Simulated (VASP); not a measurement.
Here is a VASP 6.6.1 calculation.

File INCAR:

```
PREC = Accurate ; ENCUT = 500
EDIFF = 1E-6 ; ISMEAR = 0
SIGMA = 0.2 ; LREAL = F
LASPH = T ; NELM = 120
ALGO = Normal ; ISIF = 2
LWAVE = F ; LCHARG = F
GGA = PE ; NBANDS = 25
GGA_COMPAT = F
```

KPOINTS

```
Automatic mesh
0
Gamma
  4 4 4
```

File POSCAR:

```
Al6W
1.0
    6.1396141565      0.0000000000      0.0000000000
    0.0000000000      6.1396141565      0.0000000000
    0.0000000000      0.0000000000      6.1396141565
Al W
6 1
Direct
    0.1971073911      0.5000000000      0.5000000000
    0.5000000000      0.5000000000      0.8028926089
    0.5000000000      0.5000000000      0.1971073911
    0.5000000000      0.1971073911      0.5000000000
    0.5000000000      0.8028926089      0.5000000000
    0.8028926089      0.5000000000      0.5000000000
    0.0000000000      0.0000000000      0.0000000000
```

Potentials or basis: VASP PAW PBE potentials, release 64 (Al, W_sv).

Launch:

```console
$ cat potpaw_PBE.64/Al/POTCAR potpaw_PBE.64/W_sv/POTCAR > POTCAR
$ mpirun -np 1 vasp_std > vasp.out
```

Estimate the largest force.

0.056 eV/Å.

Predict the band gap on the k mesh.

zero (bands 16 and 17 overlap by 0.11 eV).

Predict the pressure.

-0.1 GPa.

Forces on the atoms (eV/Å):
```
Al  -0.056  0.000  0.000
Al   0.000  0.000  0.056
Al   0.000  0.000 -0.056
Al   0.000 -0.056  0.000
Al   0.000  0.056  0.000
Al   0.056  0.000  0.000
W    0.000  0.000  0.000
```

Caveat: spin-orbit coupling is left out, which moves the levels of the heavy elements.
